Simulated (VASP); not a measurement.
SiHC:

```xyz
3
Lattice="3.6439 0.0000 0.0000 -1.8220 3.1557 0.0000 0.0000 0.0000 3.1906" Properties=species:S:1:pos:R:3 pbc="T T T"
Si    0.0000    2.1038    0.0000
H     0.0000    0.0000    1.5953
C     1.8220    1.0519    1.5953
```

| Quantity | Value |
| --- | --- |
| Program | VASP 6.6.1 |
| Task | relaxation of cell and atoms |
| Functional | PBE |
| Potentials or basis | VASP PAW PBE potentials, release 64 (Si, H, C) |
| Cutoff | 600 eV |
| k mesh | 6 × 6 × 6 |
| Occupations | gaussian, width 0.1 eV |
| Spin | no spin polarisation |

At the start: pressure -25.9 GPa; volume 12.23 Å³/atom.

Where does the relaxation end?

Over 9 steps the energy falls by 725.2 meV/atom and the volume is 6.96 Å³/atom (-43.1 %); space group P-6m2 (No. 187, to 0.05 Å).

The path:
```csv
step,energy change (eV),largest force (eV/Å),pressure (GPa),volume (Å³)
1,0.0000,0.0000,-25.86,36.69
2,-1.5069,0.0000,-22.35,27.17
3,-2.0467,0.0000,-4.14,21.81
4,-2.0567,0.0000,3.30,20.79
5,-2.0587,0.0000,0.76,21.11
6,-2.1703,0.0000,2.91,20.45
7,-2.1739,0.0000,2.23,20.53
8,-2.1740,0.0000,2.10,20.55
9,-2.1757,0.0000,-0.47,20.87
```

Final structure:
```xyz
3
Lattice="2.9274 0.0000 0.0000 -1.4637 2.5352 0.0000 0.0000 0.0000 2.8124" Properties=species:S:1:pos:R:3 pbc="T T T"
Si    0.0000    1.6901    0.0000
H     1.4637    2.5352    1.4062
C     1.4637    0.8451    1.4062
```

Caveat: the volume moved by over 15 % at a fixed basis, so the end points are rough.
